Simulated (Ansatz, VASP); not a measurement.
One calculation of TiNi, two programs

The input POSCAR:

```
TiNi
1.0
    3.0181758345      0.0000000000      0.0000000000
    0.0000000000      3.0181758345      0.0000000000
    0.0000000000      0.0000000000      3.0181758345
Ti Ni
1 1
Direct
    0.5000000000      0.5000000000      0.5000000000
    0.0000000000      0.0000000000      0.0000000000
```

File INCAR.step1:

```
SYSTEM = TiNi
PREC     = Accurate       ! precision mode
ENCUT    = 520            ! plane-wave cutoff, eV
ISMEAR   = 0              ! smearing method
SIGMA    = 0.1            ! smearing width, eV
LREAL    = .FALSE.        ! projectors in reciprocal space
LASPH    = .TRUE.         ! aspherical terms in the spheres
NELM     = 60             ! most SCF steps
NBANDS   = 18             ! bands
GGA      = PE             ! functional
ALGO     = Normal         ! electronic algorithm
EDIFF    = 1E-4           ! SCF threshold, eV
LWAVE    = .TRUE.         ! write WAVECAR
LCHARG   = .FALSE.        ! write CHGCAR
```

The input INCAR.step2:

```
SYSTEM = TiNi
PREC     = Accurate       ! precision mode
ENCUT    = 520            ! plane-wave cutoff, eV
EDIFF    = 1E-7           ! SCF threshold, eV
ISMEAR   = 0              ! smearing method
SIGMA    = 0.1            ! smearing width, eV
LREAL    = .FALSE.        ! projectors in reciprocal space
LASPH    = .TRUE.         ! aspherical terms in the spheres
NELM     = 60             ! most SCF steps
ALGO     = Normal         ! electronic algorithm
ISIF     = 2              ! what is computed and relaxed
LWAVE    = .FALSE.        ! write WAVECAR
LCHARG   = .FALSE.        ! write CHGCAR
METAGGA  = R2SCAN         ! meta-GGA
LMIXTAU  = .TRUE.       
NBANDS   = 18             ! bands
ISTART   = 1
```

File KPOINTS:

```
Automatic mesh
0
G
  14 14 14
  0 0 0
```

Input for Ansatz:

```yaml
crystal:
  lattice:
    - [3.0181758345, 0.0, 0.0]
    - [0.0, 3.0181758345, 0.0]
    - [0.0, 0.0, 3.0181758345]
  atoms:
    - { symbol: Ti, position: [0.5, 0.5, 0.5] }
    - { symbol: Ni, position: [0.0, 0.0, 0.0] }
basis:
  ecutwfc: 500
kpoints:
  mp_grid: { grid: [14, 14, 14] }
hamiltonian:
  xc: r2scan
scf:
  occupations: { method: gaussian, width: 0.1 }
output:
  forces: true
  stress: true
  eigenvalues: true
```

Alike in both runs: task single point; functional r2SCAN; k mesh 14 × 14 × 14; occupations gaussian, width 0.1 eV; no spin polarisation.

|  | VASP | Ansatz |
| --- | --- | --- |
| version | VASP 6.6.1 | Ansatz 0.2.0 |
| potentials or method | VASP PAW PBE potentials, release 64 (Ti_sv, Ni), cutoff 520 eV | scalar-relativistic, plane waves, PAW |
| valence electrons in the cell | 22 | 30 |

Ansatz gave:

```
gap on the k mesh at the Fermi level (eV) : none
pressure (GPa)                            : -4.8
```

**Question.** What did VASP give for the same quantities?

**Answer.** gap on the k mesh at the Fermi level (eV): none; pressure (GPa): -4.3.

VASP's potentials were made for PBE, not for r2SCAN. A gap of «none» marks a metal or a gap that the smearing closes. The functional is the same, so the differences come from potentials, cutoffs and numerics. VASP's potentials hold 22 valence electrons a cell and Ansatz's 30, so a difference there can come from the potentials and not from the codes.
